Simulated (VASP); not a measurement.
**BeS: single point with LDA**

The system is BeS.

```
Be S
1.0
     2.30610    2.30610    0.00000
    -2.30610    2.30610    0.00000
     0.00000    2.30610    2.30610
Be S
1 1
Direct
  0.00000 0.00000 0.00000
  0.75000 0.25000 0.50000
```

- Program: VASP 6.6.1
- Task: single point
- Functional: LDA
- Potentials or basis: VASP PAW LDA potentials, release 64 (Be, S)
- Cutoff: 520 eV
- k mesh: 8 × 8 × 8
- Occupations: gaussian, width 0.01 eV
- Spin: no spin polarisation
- Dipole correction: no
- Further INCAR settings: ALGO = Normal; EDIFF = 1e-06; NBANDS = 11

* Pressure: 15.0 GPa
* Band gap on the k mesh: 2.53 eV, indirect (least direct gap 5.43 eV)

Levels at points of the mesh, in eV from the valence-band top:
```
           k point  band 2  band 3  band 4  band 5  band 6  band 7
(0.00, 0.00, 0.00)    0.00    0.00    0.00    5.43    5.43    5.43
(0.50, 0.00, 0.00)   -6.89   -1.28   -1.28    5.91    6.36    6.36
(0.50, 0.50, 0.00)   -5.87   -3.24   -3.24    2.53    4.63   13.84
```

It took 2.9 s on 1 thread of Intel(R) Xeon(R) 6975P-C (Granite Rapids), on a shared host, peak memory 0.12 GiB.

A k mesh can miss the band edges.
